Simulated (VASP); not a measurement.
A run of VASP 6.6.1 is set up as follows.

INCAR

```
PREC     = Accurate       # precision mode
ENCUT    = 520            # plane-wave cutoff, eV
EDIFF    = 1E-6           # SCF threshold, eV
ISMEAR   = 0              # smearing method
SIGMA    = 0.1            # smearing width, eV
LREAL    = F              # projectors in reciprocal space
LASPH    = T              # aspherical terms in the spheres
NELM     = 80             # most SCF steps
ALGO     = Normal         # electronic algorithm
ISIF     = 2              # what is computed and relaxed
LWAVE    = F              # write WAVECAR
LCHARG   = T              # write CHGCAR
GGA      = PS             # functional
LELF     = T              # ELF
LVHAR    = T            
NBANDS   = 43             # bands
```

Contents of KPOINTS:

```
regular mesh
0
Gamma
  12 12 6
```

File POSCAR:

```
Si2Mo
1.0
    4.4765101799      0.0000000000      0.0000000000
   -2.2382550900      3.8767715360      0.0000000000
    0.0000000000      0.0000000000      6.4455856098
Si Mo
6 3
Direct
    0.1640439797      0.8359560203      0.8333333333
    0.3280879595      0.1640439797      0.1666666667
    0.8359560203      0.6719120405      0.5000000000
    0.8359560203      0.1640439797      0.8333333333
    0.6719120405      0.8359560203      0.1666666667
    0.1640439797      0.3280879595      0.5000000000
    0.5000000000      0.0000000000      0.5000000000
    0.0000000000      0.5000000000      0.1666666667
    0.5000000000      0.5000000000      0.8333333333
```

Potentials or basis: VASP PAW PBE potentials, release 64 (Si, Mo_sv).

Run with:

```bash
$ cat potpaw_PBE.64/Si/POTCAR potpaw_PBE.64/Mo_sv/POTCAR > POTCAR
$ mpirun -np 1 vasp_std > vasp.out
```

(1) What does it give for the largest force?

(2) Estimate the pressure.

(3) Predict the band gap on the k mesh.

Answers

(1) 0.005 eV/Å.

(2) 16.2 GPa.

(3) zero (filled and empty bands touch).

Caveat: the cell stands under pressure; the PAW data sets were made with another functional, which shifts forces and pressure a little.
